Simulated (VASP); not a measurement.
Here is a VASP 6.6.1 calculation.

The input INCAR:

```
SYSTEM = Cs
PREC = Accurate ; ENCUT = 520
EDIFF = 1E-6 ; ISMEAR = -1
SIGMA = 0.05 ; LREAL = .FALSE.
LASPH = .TRUE. ; NELM = 60
ALGO = Normal ; ISIF = 2
LWAVE = .FALSE. ; LCHARG = .TRUE.
GGA = PE ; LELF = .TRUE.
LVHAR = .TRUE. ; NBANDS = 10
```

KPOINTS

```
Automatic mesh
0
G
  10 10 10
  0 0 0
```

Contents of POSCAR:

```
Cs
1.0
    0.0000000000      3.5224643502      3.5224643502
    3.5224643502      0.0000000000      3.5224643502
    3.5224643502      3.5224643502      0.0000000000
Cs
1
Direct
    0.0000000000      0.0000000000      0.0000000000
```

Potentials or basis: VASP PAW PBE potentials, release 64 (Cs_sv).

Command:

```bash
$ cat potpaw_PBE.64/Cs_sv/POTCAR > POTCAR
$ mpirun -np 1 vasp_std > vasp.out
```

Q: Predict the band gap on the k mesh.

A: Zero (an odd number of electrons rules out a gap without spin polarisation).

Q: Predict the pressure.

A: 0.9 GPa.

Caveat: spin-orbit coupling is left out, which moves the levels of the heavy elements.
